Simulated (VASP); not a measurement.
Here is a VASP 6.6.1 calculation.

File INCAR:

```
SYSTEM = Al9H
PREC     = Accurate       ! precision mode
ENCUT    = 520            ! plane-wave cutoff, eV
EDIFF    = 1E-6           ! SCF threshold, eV
ISMEAR   = 0              ! smearing method
SIGMA    = 0.1            ! smearing width, eV
LREAL    = Auto         
LASPH    = .TRUE.         ! aspherical terms in the spheres
NELM     = 60             ! most SCF steps
ALGO     = Normal         ! electronic algorithm
ISIF     = 2              ! what is computed and relaxed
LWAVE    = .FALSE.        ! write WAVECAR
LCHARG   = .TRUE.         ! write CHGCAR
LDIPOL   = .TRUE.       
IDIPOL   = 3            
DIPOL    = 0.5 0.5 0.294
GGA      = PE             ! functional
LELF     = .TRUE.         ! ELF
LVHAR    = .TRUE.       
LVACPOTAV= .TRUE.       
NBANDS   = 44             ! bands
```

The input KPOINTS:

```
regular mesh
0
G
  5 3 1
  0 0 0
```

Contents of POSCAR:

```
Al9H
1.0
    5.7070863106      0.0000000000      0.0000000000
   -1.4267715776      9.7014842380      0.0000000000
    0.0000000000      0.0000000000     22.7903703519
Al H
18 2
Direct
    0.2662216041      0.0648864163      0.1755127248
    0.7662216041      0.0648864163      0.1755127248
    0.3354806058      0.3419224231      0.2192029854
    0.8354806058      0.3419224231      0.2192029854
    0.1493324061      0.5973296244      0.2279410375
    0.6493324061      0.5973296244      0.2279410375
    0.4631842064      0.8527368258      0.2366790896
    0.9631842065      0.8527368258      0.2366790896
    0.0319772093      0.1277109169      0.2808262502
    0.5319772093      0.1277109169      0.2808262502
    0.0997917601      0.4042231294      0.3301071124
    0.5997917601      0.4042231294      0.3301071124
    0.4144000537      0.6596656514      0.3369822081
    0.9144000537      0.6596656514      0.3369822081
    0.2263076916      0.9110819252      0.3449259130
    0.7263076916      0.9110819252      0.3449259130
    0.2962427243      0.1814072004      0.3857054631
    0.7962427243      0.1814072004      0.3857054631
    0.6062643800      0.3644128847      0.4054506447
    0.6062643800      0.4848513326      0.4054506447
```

Potentials or basis: VASP PAW PBE potentials, release 64 (Al, H).

Launch:

```console
$ cat potpaw_PBE.64/Al/POTCAR potpaw_PBE.64/H/POTCAR > POTCAR
$ mpirun -np 1 vasp_std > vasp.out
```

(1) Predict the band gap on the k mesh.

(2) What does it give for the largest force?

## Answers

(1) zero (band 28 reaches -1.05 eV, above the bottom of band 29 at -1.51 eV).

(2) 1.246 eV/Å.
